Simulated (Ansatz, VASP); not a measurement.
**ZrNbGe2: VASP beside Ansatz**

```
CELL_PARAMETERS angstrom
3.80581 0.00000 0.00000
0.00000 3.80581 0.00000
0.00000 0.00000 5.32843
ATOMIC_POSITIONS crystal
Zr 0.00000 0.00000 0.00000
Nb 0.50000 0.50000 0.50000
Ge 0.00000 0.00000 0.50000
Ge 0.50000 0.50000 0.00000
```

Change from the starting cell: species swapped into the LiGdS2 type (P4/mmm, No. 123).

Alike in both runs: functional PBE; k mesh 6 × 6 × 4; occupations gaussian, width 0.1 eV; no spin polarisation.

Ansatz relaxed the structure, and its values are those at the end. VASP's run is a single point on that final structure, the one shown.

|  | VASP | Ansatz |
| --- | --- | --- |
| version | VASP 6.6.1 | Ansatz 0.2.0 |
| potentials or method | VASP PAW PBE potentials, release 64 (Zr_sv, Nb_sv, Ge_d), cutoff 520 eV | scalar-relativistic, plane waves, PAW |
| valence electrons in the cell | 53 | 53 |

|  | VASP | Ansatz | Ansatz less VASP |
| --- | --- | --- | --- |
| gap on the k mesh at the Fermi level (eV) | none | none | - |
| pressure (GPa) | 0.0 | 0.0 | -0.01 |

A gap of «none» marks a metal or a gap that the smearing closes.
